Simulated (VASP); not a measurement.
A run of VASP 6.6.1:

INCAR

```
SYSTEM = CO2
PREC = Accurate
ENCUT = 520
EDIFF = 1E-6
ISMEAR = -1
SIGMA = 0.05
LREAL = .False.
LASPH = .True.
NELM = 80
ALGO = Normal
ISIF = 2
LWAVE = .False.
LCHARG = .False.
GGA = PS
NBANDS = 25
```

KPOINTS

```
Automatic mesh
0
Gamma
  8 8 4
  0 0 0
```

POSCAR

```
CO2
1.0
    2.6359112300     -2.3873781200      0.0000000000
    2.6359112300      2.3873781200      0.0000000000
    0.0000000000      0.0000000000      6.5871749100
O C
4 2
Direct
    0.3065085700      0.6934914300      0.6081566100
    0.6934914300      0.3065085700      0.3918433900
    0.1934914300      0.8065085700      0.1081566100
    0.8065085700      0.1934914300      0.8918433900
    0.5000000000      0.5000000000      0.5000000000
    0.0000000000      0.0000000000      0.0000000000
```

Potentials or basis: VASP PAW PBE potentials, release 64 (O, C).

The run is started by

```bash
$ cat potpaw_PBE.64/O/POTCAR potpaw_PBE.64/C/POTCAR > POTCAR
$ mpirun -np 1 vasp_std > vasp.out
```

Hardware: 1 thread of Intel(R) Xeon(R) Platinum 8259CL CPU @ 2.50GHz (Skylake/Cascade Lake), with other jobs on the host.

Problem. How long does it take, and how much memory?

Solution. Wall time 110 s on 1 thread of Intel(R) Xeon(R) Platinum 8259CL CPU @ 2.50GHz (Skylake/Cascade Lake) (shared host), peak memory 0.24 GiB. Counts: scf iterations 13, k points 63.
